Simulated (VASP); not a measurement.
# BAs (F-43m) in VASP: single point with HSE06

Aim: the single point of BAs with HSE06.

Everything below comes from runs of VASP 6.6.1. Logs are shortened: lines on timing, memory, paths and dates and some standing lists are left out, and cuts for length are marked.

### Step 1. The cell of the first run

The structure is cubic, space group F-43m (No. 216). Conventional cell: a = 4.911 Å, b = 4.911 Å, c = 4.911 Å, α = 90.00°, β = 90.00°, γ = 90.00°. Within 2.8 Å of B (site symmetry -43m) lie 4 As at 2.13 Å. Within 2.8 Å of As (site symmetry -43m) lie 4 B at 2.13 Å.

### Step 2. Single point, HSE06 (14.80 Å³/atom)

POSCAR

```
BAs
1.0
    0.0000000000      2.4553136994      2.4553136994
    2.4553136994      0.0000000000      2.4553136994
    2.4553136994      2.4553136994      0.0000000000
B As
1 1
Direct
    0.0000000000      0.0000000000      0.0000000000
    0.2500000000      0.2500000000      0.2500000000
```

INCAR.step1

```
SYSTEM = BAs
  PREC = Accurate
  ENCUT = 420
  EDIFF = 1E-5
  ISMEAR = 0
  SIGMA = 0.02
  LREAL = .False.
  LASPH = .True.
  NELM = 120
  ALGO = Normal
  ISIF = 2
  LWAVE = .True.
  LCHARG = .False.
  NBANDS = 11
  GGA = PE
  GGA_COMPAT = .False.
```

INCAR.step2

```
SYSTEM = BAs
  PREC = Accurate
  ENCUT = 420
  EDIFF = 1E-6
  ISMEAR = 0
  SIGMA = 0.02
  LREAL = .False.
  LASPH = .True.
  NELM = 120
  ALGO = Normal
  ISIF = 2
  LWAVE = .False.
  LCHARG = .False.
  GGA = PE
  LHFCALC = .True.
  HFSCREEN = 0.2079
  PRECFOCK = Normal
  NBANDS = 11
  ISTART = 1
  GGA_COMPAT = .False.
```

KPOINTS

```
regular mesh
0
Gamma
  8 8 8
  0 0 0
```

Potentials or basis: VASP PAW PBE potentials, release 64 (B, As).

Launch:

```
$ cat potpaw_PBE.64/B/POTCAR potpaw_PBE.64/As/POTCAR > POTCAR
$ cp INCAR.step1 INCAR
$ mpirun -np 1 vasp_std > vasp.out
$ cp INCAR.step2 INCAR
$ mpirun -np 1 vasp_std > vasp.out
```

OUTCAR:

```text
SYSTEM = BAs
   PREC = Accurate
   ENCUT = 420
   EDIFF = 1E-6
   ISMEAR = 0
   LREAL = .False.
   LASPH = .True.
   NELM = 120
   ISIF = 2
   GGA = PE
   LHFCALC = .True.
   HFSCREEN = 0.2079
   PRECFOCK = Normal
   ISTART = 1

 ion  position               nearest neighbor table
   1  0.000  0.000  0.000-   2 2.13   2 2.13   2 2.13   2 2.13
   2  0.250  0.250  0.250-   1 2.13   1 2.13   1 2.13   1 2.13

  LATTYP: Found a face centered cubic cell.
 ALAT       =     4.9106273988

  Lattice vectors:

 A1 = (   0.0000000000,   2.4553136994,   2.4553136994)
 A2 = (   2.4553136994,   0.0000000000,   2.4553136994)
 A3 = (   2.4553136994,   2.4553136994,   0.0000000000)

Analysis of symmetry for initial positions (statically):
=====================================================================
 Subroutine PRICEL returns:
 Original cell was already a primitive cell.

 Routine SETGRP: Setting up the symmetry group for a
 face centered cubic supercell.

 Subroutine GETGRP returns: Found 24 space group operations
 (whereof 24 operations were pure point group operations)
 out of a pool of 48 trial point group operations.

The static configuration has the point symmetry T_d .

Analysis of symmetry for dynamics (positions and initial velocities):
=====================================================================
 Subroutine PRICEL returns:
 Original cell was already a primitive cell.

 Routine SETGRP: Setting up the symmetry group for a
 face centered cubic supercell.

 Subroutine GETGRP returns: Found 24 space group operations
 (whereof 24 operations were pure point group operations)
 out of a pool of 48 trial point group operations.

The dynamic configuration has the point symmetry T_d .

 Subroutine INISYM returns: Found 24 space group operations
 (whereof 24 operations are pure point group operations),
 and found     1 'primitive' translations

----------------------------------------------------------------------------------------

                                     Primitive cell

  volume of cell :      29.6040

  direct lattice vectors                    reciprocal lattice vectors
     0.000000000  2.455313699  2.455313699    -0.203639967  0.203639967  0.203639967
     2.455313699  0.000000000  2.455313699     0.203639967 -0.203639967  0.203639967
     2.455313699  2.455313699  0.000000000     0.203639967  0.203639967 -0.203639967

  length of vectors
     3.472337934  3.472337934  3.472337934     0.352714769  0.352714769  0.352714769

  position of ions in fractional coordinates (direct lattice)
     0.000000000  0.000000000  0.000000000
     0.250000000  0.250000000  0.250000000
[... 91 lines left out ...]
   EFERMI =   0.00;   METHOD = LEGACY
   ISMEAR =     0;   SIGMA  =   0.02  broadening in eV -4-tet -1-fermi 0-gaus
   EFERMI_NEDOS =   21; number of points for ismear=-14 and -15
   IALGO  =     38    algorithm
   IMIX   =      1    mixing-type and parameters
     AMIX     =   0.40;   BMIX     =  1.00
     AMIX_MAG =   1.60;   BMIX_MAG =  1.00
  volume/ion in A,a.u.               =      14.80        99.89
  Fermi-wavevector in a.u.,A,eV,Ry     =   1.058411  2.000108 15.241718  1.120235
  Thomas-Fermi vector in A             =   2.193720
   LORBIT       =      0    0 simple, 1 ext, 2 COOP (PROOUT), +10 PAW based schemes
   GGA     = PE    functional components
   LHFCALC =     T    Hartree Fock is set to
   PRECFOCK=normal    Normal, Fast or Accurate (Low or Medium for compatibility)
   ENCUT4O =  -1.0   cutoff for four orbital integrals eV
   NKREDX  =     1    reduce k-point grid by
   NKREDY  =     1    reduce k-point grid by
   NKREDZ  =     1    reduce k-point grid by
   AEXX    =    0.2500 exact exchange contribution
   HFSCREEN=    0.2079 screening length (either q_TF or 0.3 A-1)
   HFSCREENC=   0.2079 screening length for correlation (either q_TF or 0.3 A-1)
   ENCUTFOCK=  -1.0 apply spherical cutoff to Coloumb kernel
   IVDW    =     0    specifies the selected vdW correction
   LEPSILON=     F    determine dielectric tensor
   LRPA    =     F    only Hartree local field effects (RPA)
 non-spin polarized calculation
 Gauss-broadening in eV      SIGMA  =   0.02
  energy-cutoff  :      420.00
  volume of cell :       29.60
 maximum number of plane-waves:       604
  NGX = 18; NGY = 18; NGZ = 18

 number of electron       8.0000000 magnetization

 Free energy of the ion-electron system (eV)
  ---------------------------------------------------
  ext. energy  EPLUGINS =         0.00000000
  ---------------------------------------------------
  free energy    TOTEN  =       -13.16878461 eV

  energy without entropy =      -13.16878461  energy(sigma->0) =      -13.16878461

 E-fermi :   4.9481     XC(G=0):  -8.4873

 val. band max:        4.8383008190   @ k =   0.0000   0.0000   0.0000
 cond. band min:       6.7570151386   @ k =   0.3750   0.3750   0.0000
 fundamental gap:      1.9187143196
 Fermi energy:         4.9481229148

 k-point     1 :       0.0000    0.0000    0.0000
  band No.  band energies     occupation
      1     -11.3403      2.00000
      2       4.8383      2.00000
      3       4.8383      2.00000
      4       4.8383      2.00000
      5       8.8413      0.00000
      6       8.8413      0.00000
      7       8.8413      0.00000
      8       9.5872      0.00000
      9      15.0336      0.00000
     10      18.5352      0.00000
     11      18.5352      0.00000
[... 309 lines left out ...]
 k-point    24 :      -0.3750    0.2500    0.1250
  band No.  band energies     occupation
      1      -7.8715      2.00000
      2      -3.7940      2.00000
      3       0.2076      2.00000
      4       1.7890      2.00000
      5       9.5164      0.00000
      6      10.2698      0.00000
      7      13.0801      0.00000
      8      14.6017      0.00000
      9      15.8992      0.00000
     10      19.7727      0.00000
     11      20.7108      0.00000

 [... further k-points ...]
[... 5 lines left out ...]
  --------------------------------------------------------------------------------------
  -------------------------------------------------------------------------------------
  Total       -1.9799847     -1.9799847     -1.9799847      0.0000000     -0.0000000      0.0000000
  in kB     -107.1572281   -107.1572281   -107.1572281      0.0000000     -0.0000000      0.0000000
  external PRESSURE =    -107.1572281 kB  Pullay stress =       0.0000000 kB

 VOLUME and BASIS-vectors are now :
 -----------------------------------------------------------------------------
  energy-cutoff  :      420.00
  volume of cell :       29.60
      direct lattice vectors                 reciprocal lattice vectors
     0.000000000  2.455313699  2.455313699    -0.203639967  0.203639967  0.203639967
     2.455313699  0.000000000  2.455313699     0.203639967 -0.203639967  0.203639967
     2.455313699  2.455313699  0.000000000     0.203639967  0.203639967 -0.203639967

 POSITION                                       TOTAL-FORCE (eV/Angst)
 -----------------------------------------------------------------------------------
      0.00000      0.00000      0.00000         0.000000      0.000000      0.000000
      1.22766      1.22766      1.22766        -0.000000     -0.000000     -0.000000
 -----------------------------------------------------------------------------------
    total drift:                                0.000000      0.000000      0.000000

  FREE ENERGIE OF THE ION-ELECTRON SYSTEM (eV)
  ---------------------------------------------------
  free  energy   TOTEN  =       -13.1687846115 eV

  energy  without entropy=      -13.1687846115  energy(sigma->0) =      -13.16878461
```

OSZICAR.step1:

```text
N       E                     dE             d eps       ncg     rms          rms(c)
DAV:   1     0.834165622873E+01    0.83417E+01   -0.31078E+03   646   0.520E+02
DAV:   2    -0.112867242586E+02   -0.19628E+02   -0.18872E+02   854   0.912E+01
DAV:   3    -0.118642009571E+02   -0.57748E+00   -0.57632E+00   790   0.146E+01
DAV:   4    -0.118657189505E+02   -0.15180E-02   -0.15179E-02   717   0.877E-01
DAV:   5    -0.118657214824E+02   -0.25319E-05   -0.25319E-05   757   0.369E-02    0.438E+00
DAV:   6    -0.114208358350E+02    0.44489E+00   -0.13459E+00   665   0.446E+00    0.214E+00
DAV:   7    -0.113791681573E+02    0.41668E-01   -0.13603E-01   739   0.183E+00    0.919E-01
DAV:   8    -0.113735901127E+02    0.55780E-02   -0.18278E-02   716   0.746E-01    0.905E-02
DAV:   9    -0.113738875956E+02   -0.29748E-03   -0.79940E-04   722   0.154E-01    0.511E-02
DAV:  10    -0.113740521697E+02   -0.16457E-03   -0.19952E-04   661   0.843E-02    0.115E-02
DAV:  11    -0.113740590446E+02   -0.68749E-05   -0.65470E-06   736   0.166E-02
   1 F= -.11374059E+02 E0= -.11374059E+02  d E =-.784225E-12
```

Wall time 60 min (1 thread of Intel Xeon 8259CL, shared host); peak memory 0.26 GiB.

What came out:

| Quantity | Value |
| --- | --- |
| Free energy | -13.1688 eV |
| Pressure | -10.7 GPa |
| Band gap on the k mesh | 1.92 eV (least direct gap 4.00 eV) |

Caveat: the cell stands under tension; the PAW data sets were made with another functional, which shifts forces and pressure a little. A k mesh can miss the band edges.
